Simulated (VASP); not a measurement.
## Mn: single point with PBE

Mn:

```
CELL_PARAMETERS angstrom
0.00000 1.75195 1.75195
1.75195 0.00000 1.75195
1.75195 1.75195 0.00000
ATOMIC_POSITIONS crystal
Mn 0.00000 0.00000 0.00000
```

| Item | Value |
| --- | --- |
| Program | VASP 6.6.1 |
| Task | single point |
| Functional | PBE |
| Potentials or basis | VASP PAW PBE potentials, release 64 (Mn_pv) |
| Cutoff | 500 eV |
| k mesh | 8 × 8 × 8 |
| Occupations | fermi-dirac, width 0.1 eV |
| Spin | no spin polarisation |
| Dipole correction | no |
| Further INCAR settings | ALGO = Normal; EDIFF = 1e-06; NBANDS = 12 |

| Quantity | Value |
| --- | --- |
| Pressure | -0.2 GPa |

Levels at points of the mesh, in eV from the Fermi level:
| k point | band 5 | band 6 | band 7 | band 8 | band 9 | band 10 |
| --- | --- | --- | --- | --- | --- | --- |
| (0.00, 0.00, 0.00) | -1.17 | -1.17 | -1.17 | 0.52 | 0.52 | 21.34 |
| (0.50, 0.00, 0.00) | -1.29 | -1.29 | 0.45 | 1.69 | 1.69 | 9.00 |
| (0.50, 0.50, 0.00) | -3.94 | 1.65 | 1.99 | 1.99 | 3.48 | 12.23 |

Wall time 7 s on 1 thread of Intel Xeon 8259CL (shared host), peak memory 0.12 GiB.

Caveat: the k points lie up to 0.39 Å⁻¹ apart; the run has no spin polarisation, though such a crystal can be magnetic. Spin polarisation is off, so any magnetic state and its effect on volume and gap are missing.
